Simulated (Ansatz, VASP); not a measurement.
# Two plane-wave programs on Ge2Sb2Te5

Contents of INCAR:

```
SYSTEM = Ge2Sb2Te5
PREC     = Accurate       ! precision mode
ENCUT    = 520            ! plane-wave cutoff, eV
EDIFF    = 1E-6           ! SCF threshold, eV
ISMEAR   = 0              ! smearing method
SIGMA    = 0.03           ! smearing width, eV
LREAL    = .FALSE.        ! projectors in reciprocal space
LASPH    = .TRUE.         ! aspherical terms in the spheres
NELM     = 60             ! most SCF steps
ALGO     = Normal         ! electronic algorithm
ISIF     = 2              ! what is computed and relaxed
LWAVE    = .FALSE.        ! write WAVECAR
LCHARG   = .TRUE.         ! write CHGCAR
GGA      = PE             ! functional
LELF     = .TRUE.         ! ELF
LVHAR    = .TRUE.       
NBANDS   = 44             ! bands
```

File KPOINTS:

```
regular mesh
0
G
  9 9 2
  0 0 0
```

The input POSCAR:

```
Ge2Sb2Te5
1.0
    4.2639992940      0.0000000000      0.0000000000
   -2.1319996470      3.6927317103      0.0000000000
    0.0000000000      0.0000000000     17.1822000000
Ge Sb Te
2 2 5
Direct
    0.0000000000      0.0000000000      0.3314713560
    0.0000000000      0.0000000000      0.6685286440
    0.3333333333      0.6666666667      0.1121550832
    0.6666666667      0.3333333333      0.8878449168
    0.0000000000      0.0000000000      0.0000000000
    0.3333333333      0.6666666667      0.7913602895
    0.6666666667      0.3333333333      0.2086397105
    0.3333333333      0.6666666667      0.4097504733
    0.6666666667      0.3333333333      0.5902495267
```

Input for Ansatz:

```yaml
crystal:
  lattice:
    - [4.263999294, 0.0, 0.0]
    - [-2.131999647, 3.6927317103, 0.0]
    - [0.0, 0.0, 17.1822]
  atoms:
    - { symbol: Ge, position: [0.0, 0.0, 0.331471356] }
    - { symbol: Ge, position: [0.0, 0.0, 0.668528644] }
    - { symbol: Sb, position: [0.3333333333, 0.6666666667, 0.1121550832] }
    - { symbol: Sb, position: [0.6666666667, 0.3333333333, 0.8878449168] }
    - { symbol: Te, position: [0.0, 0.0, 0.0] }
    - { symbol: Te, position: [0.3333333333, 0.6666666667, 0.7913602895] }
    - { symbol: Te, position: [0.6666666667, 0.3333333333, 0.2086397105] }
    - { symbol: Te, position: [0.3333333333, 0.6666666667, 0.4097504733] }
    - { symbol: Te, position: [0.6666666667, 0.3333333333, 0.5902495267] }
basis:
  ecutwfc: 420
kpoints:
  mp_grid: { grid: [9, 9, 2] }
hamiltonian:
  xc: pbe
  pseudopotentials: { kind: paw, azcp: { folder: soft_1 } }
scf:
  occupations: { method: gaussian, width: 0.03 }
output:
  forces: true
  stress: true
  eigenvalues: true
```

Alike in both runs: task single point; functional PBE; k mesh 9 × 9 × 2; occupations gaussian, width 0.03 eV; no spin polarisation.

```csv
,VASP,Ansatz
version,VASP 6.6.1,Ansatz 0.2.0
potentials or method,"VASP PAW PBE potentials, release 64 (Ge_d, Sb, Te), cutoff 520 eV","scalar-relativistic, plane waves, PAW"
valence electrons in the cell,68,138
```

|  | VASP | Ansatz | Ansatz less VASP |
| --- | --- | --- | --- |
| gap on the k mesh at the Fermi level (eV) | 0.09 | 0.09 | -0.001 |
| least direct gap on the mesh (eV) | 0.27 | 0.26 | -0.008 |
| pressure (GPa) | 2.5 | 2.5 | +0.01 |
| traceless stress, the component that is largest in VASP (GPa) | 1.02 | 1.03 | +0.010 |
| rms of the force components (eV/Å) | 0.187 | 0.179 | -0.0083 |

Atom by atom the forces differ by 0.009 eV/Å (rms over components). VASP's potentials hold 68 valence electrons a cell and Ansatz's 138, so a difference there can come from the potentials and not from the codes.

Spin-orbit coupling is off throughout.
